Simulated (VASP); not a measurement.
A run of VASP 6.6.1:

File POSCAR:

```
LiF
1.0
    2.7757075842      0.0000000000      0.0000000000
   -1.3878537921      2.4038332814      0.0000000000
    0.0000000000      0.0000000000      4.7826938714
Li F
2 2
Direct
    0.0000000000      0.0000000000      0.0000000000
    0.0000000000      0.0000000000      0.5000000000
    0.3333333333      0.6666666667      0.2500000000
    0.6666666667      0.3333333333      0.7500000000
```

The input INCAR.step1:

```
SYSTEM = LiF
ALGO = Normal
EDIFF = 1E-8
ENCUT = 500
GGA = PE
ISMEAR = 0
LASPH = .TRUE.
LCHARG = .FALSE.
LREAL = .FALSE.
LWAVE = .TRUE.
NELM = 60
PREC = Accurate
SIGMA = 0.01
```

The input INCAR.step2:

```
SYSTEM = LiF
ALGO = Exact
EDIFF = 1E-8
ENCUT = 500
GGA = PE
ISMEAR = 0
ISTART = 1
LASPH = .TRUE.
LCHARG = .FALSE.
LOPTICS = .TRUE.
LREAL = .FALSE.
LWAVE = .TRUE.
NBANDS = 128
NELM = 1
PREC = Accurate
SIGMA = 0.01
```

Contents of INCAR.step3:

```
SYSTEM = LiF
ALGO = EVGW0
EDIFF = 1E-8
ENCUT = 500
ENCUTGW = 140.0
GGA = PE
ISMEAR = 0
ISTART = 1
LASPH = .TRUE.
LCHARG = .FALSE.
LREAL = .FALSE.
LWAVE = .FALSE.
NBANDS = 128
NBANDSGW = 16
NELMGW = 1
NOMEGA = 96
OMEGAMAX = 20
PREC = Accurate
PRECFOCK = Fast
SIGMA = 0.01
```

KPOINTS

```
k-points
0
G
  6 6 4
  0 0 0
```

Potentials or basis: VASP PAW PBE potentials, release 64 (Li_GW, F_GW).

The run is started by

```bash
$ cat potpaw_PBE.64/Li_GW/POTCAR potpaw_PBE.64/F_GW/POTCAR > POTCAR
$ cp INCAR.step1 INCAR
$ mpirun -np 1 vasp_std > vasp.out
$ cp INCAR.step2 INCAR
$ mpirun -np 1 vasp_std > vasp.out
$ cp INCAR.step3 INCAR
$ mpirun -np 1 vasp_std > vasp.out
```

Hardware: 1 thread of Intel(R) Xeon(R) 6975P-C (Granite Rapids), on a shared host.

**Question.** Estimate the wall time of this run.

**Answer.** Run time: 4.9 min on 1 thread of Intel(R) Xeon(R) 6975P-C (Granite Rapids), on a shared host, peak memory 0.54 GiB. Counts: k points 21.
